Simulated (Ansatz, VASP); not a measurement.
# One calculation of Ti, two programs

```xyz
2
Lattice="2.9500 0.0295 0.0295 -1.4495 2.5400 0.0108 0.0469 0.0469 4.6860" Properties=species:S:1:pos:R:3 pbc="T T T"
Ti    0.0287    1.7149    1.1885
Ti    1.5187    0.9015    3.5378
```

Change from the starting cell: equal xy, yz and zx shear strains of +2 %, crystal datasets.

Alike in both runs: task electric field gradients; functional PBE; k mesh 13 × 13 × 7; occupations fermi-dirac, width 0.08 eV; no spin polarisation.

|  | VASP | Ansatz |
| --- | --- | --- |
| version | VASP 6.6.1 | Ansatz 0.2.0 |
| potentials or method | VASP PAW PBE potentials, release 64 (Ti_sv), cutoff 520 eV | all-electron PAW with datasets made for the crystal, scalar-relativistic |

Ansatz gave:

```
pressure (GPa)                                                : -1.5
traceless stress, the component that is largest in VASP (GPa) : -1.20
rms of the force components (eV/Å)                            : 0.030
size of Vzz on the site where it differs most (V/Å²)          : 18.1
```

Q: What did VASP give for the same quantities?

A: Pressure (GPa): -1.8; traceless stress, the component that is largest in VASP (GPa): -1.19; rms of the force components (eV/Å): 0.030; size of Vzz on the site where it differs most (V/Å²): 16.6.

Atom by atom the forces differ by 0.000 eV/Å (rms over components). Ansatz ran all-electron here, and VASP with PAW potentials.
